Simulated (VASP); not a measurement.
Set up this calculation in VASP 6.6.1, as the native input.

* Task: single point
* Functional: PBEsol-based screened hybrid with 25 % exact exchange
* Potentials or basis: VASP PAW PBE potentials, release 64 (Si)
* Cutoff: 520 eV
* k mesh: 4 × 4 × 2
* Occupations: fermi-dirac, width 0.05 eV
* Spin: no spin polarisation
* Dipole correction: no
* Grid for exact exchange (PRECFOCK): Normal
* Share of exact exchange: 0.25
* Further INCAR settings: ALGO = Normal; EDIFF = 1e-06; NBANDS = 16
* Screening parameter: 0.207 1/Å

The system is Si.

```
CELL_PARAMETERS angstrom
3.83132 0.00000 0.00000
-1.91566 3.31802 0.00000
0.00000 0.00000 6.33262
ATOMIC_POSITIONS crystal
Si 0.66667 0.33333 0.93699
Si 0.33333 0.66667 0.43699
Si 0.66667 0.33333 0.56301
Si 0.33333 0.66667 0.06301
```

This isn't the form of Si at room conditions, which is diamond.

The input as run:

POSCAR

```
Si
1.0
    3.8313174605      0.0000000000      0.0000000000
   -1.9156587303      3.3180182508      0.0000000000
    0.0000000000      0.0000000000      6.3326220002
Si
4
Direct
    0.6666666667      0.3333333333      0.9369905000
    0.3333333333      0.6666666667      0.4369905000
    0.6666666667      0.3333333333      0.5630095000
    0.3333333333      0.6666666667      0.0630095000
```

INCAR.step1

```
  PREC = Accurate
  ENCUT = 520
  EDIFF = 1E-5
  ISMEAR = -1
  SIGMA = 0.05
  LREAL = False
  LASPH = True
  NELM = 80
  ALGO = Normal
  ISIF = 2
  LWAVE = True
  LCHARG = False
  GGA = PE
  NBANDS = 16
```

INCAR.step2

```
  PREC = Accurate
  ENCUT = 520
  EDIFF = 1E-6
  ISMEAR = -1
  SIGMA = 0.05
  LREAL = False
  LASPH = True
  NELM = 80
  ALGO = Normal
  ISIF = 2
  LWAVE = False
  LCHARG = False
  GGA = PS
  LHFCALC = True
  AEXX = 0.25
  HFSCREEN = 0.207
  PRECFOCK = Normal
  ISTART = 1
  NBANDS = 16
```

KPOINTS

```
Automatic mesh
0
Gamma
  4 4 2
```

Potentials or basis: VASP PAW PBE potentials, release 64 (Si).

The run is started by

```console
$ cat potpaw_PBE.64/Si/POTCAR > POTCAR
$ cp INCAR.step1 INCAR
$ mpirun -np 1 vasp_std > vasp.out
$ cp INCAR.step2 INCAR
$ mpirun -np 1 vasp_std > vasp.out
```

It gave:

| Item | Value |
| --- | --- |
| Pressure | -1.1 GPa |
| Largest force | 0.088 eV/Å |
| Band gap on the k mesh | 0.93 eV (least direct gap 1.68 eV) |

Caveat: the k points lie up to 0.50 Å⁻¹ apart; the PAW data sets were made with another functional, which shifts forces and pressure a little.

It took 8.3 min on 1 thread of Intel Xeon 8259CL, with other jobs on the host, peak memory 0.29 GiB.
